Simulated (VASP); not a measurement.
Set up this calculation in VASP 6.6.1, as the native input.

```yaml
Task: single point
Functional: PBE
Potentials_or_basis: VASP PAW PBE potentials, release 64 (Cu)
Cutoff: 520 eV
k_mesh: 20 × 20 × 20
Occupations: gaussian, width 0.15 eV
Spin: no spin polarisation
Dipole_correction: no
Further_INCAR_settings: ALGO = Fast; EDIFF = 1e-06; NBANDS = 18
```

The structure of Cu lies in POSCAR:

```
Cu
1.0
    1.2191309519     -3.8115034150      0.0000000000
    1.2191309519      3.8115034150      0.0000000000
    0.0000000000      0.0000000000      2.3773749554
Cu
2
Direct
    0.1340351705      0.8659648295      0.2500000000
    0.8659648295      0.1340351705      0.7500000000
```

The input as run:

INCAR

```
SYSTEM = Cu
  PREC = Accurate
  ENCUT = 520
  EDIFF = 1E-6
  ISMEAR = 0
  SIGMA = 0.15
  LREAL = .FALSE.
  LASPH = .TRUE.
  NELM = 100
  ALGO = Fast
  ISIF = 2
  LWAVE = .FALSE.
  LCHARG = .TRUE.
  GGA = PE
  LELF = .TRUE.
  LVHAR = .TRUE.
  NBANDS = 18
```

KPOINTS

```
regular mesh
0
G
  20 20 20
  0 0 0
```

Potentials or basis: VASP PAW PBE potentials, release 64 (Cu).

The run is started by

```console
$ cat potpaw_PBE.64/Cu/POTCAR > POTCAR
$ mpirun -np 1 vasp_std > vasp.out
```

It gave:

- Pressure: 24.9 GPa
- Largest force: 0.024 eV/Å
- Band gap on the k mesh: zero (bands 11 and 12 overlap by 5.76 eV)

Caveat: the cell stands under pressure.

Run time: 5.4 min on 1 thread of Intel(R) Xeon(R) 6975P-C (Granite Rapids), on a shared host, peak memory 0.48 GiB.
